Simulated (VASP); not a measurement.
Set up this calculation in VASP 6.6.1, as the native input.

| Property | Result |
| --- | --- |
| Task | single point |
| Functional | PBEsol |
| Potentials or basis | VASP PAW PBE potentials, release 64 (C) |
| Cutoff | 520 eV |
| k mesh | 13 × 13 × 13 |
| Occupations | fermi-dirac, width 0.05 eV |
| Spin | no spin polarisation |
| Dipole correction | no |
| Further INCAR settings | ALGO = Normal; EDIFF = 1e-06; NBANDS = 11 |

The structure of C lies in POSCAR:

```
C
1.0
    0.0000000000      1.7526620079      1.7526620079
    1.7526620079      0.0000000000      1.7526620079
    1.7526620079      1.7526620079      0.0000000000
C
2
Direct
    0.7500000000      0.7500000000      0.7500000000
    0.5000000000      0.5000000000      0.5000000000
```

One way to write it, as run:

INCAR

```
PREC = Accurate
ENCUT = 520
EDIFF = 1E-6
ISMEAR = -1
SIGMA = 0.05
LREAL = False
LASPH = True
NELM = 80
ALGO = Normal
ISIF = 2
LWAVE = False
LCHARG = False
GGA = PS
NBANDS = 11
```

KPOINTS

```
Automatic mesh
0
Gamma
  13 13 13
```

Potentials or basis: VASP PAW PBE potentials, release 64 (C).

Launch:

```console
$ cat potpaw_PBE.64/C/POTCAR > POTCAR
$ mpirun -np 1 vasp_std > vasp.out
```

It gave:

| Item | Value |
| --- | --- |
| Pressure | 21.3 GPa |
| Band gap on the k mesh | 4.13 eV, indirect (least direct gap 5.68 eV) |

Caveat: the PAW data sets were made with another functional, which shifts forces and pressure a little.

Wall time 6.4 s on 1 thread of Intel(R) Xeon(R) Platinum 8259CL CPU @ 2.50GHz (Skylake/Cascade Lake), with other jobs on the host, peak memory 0.11 GiB.
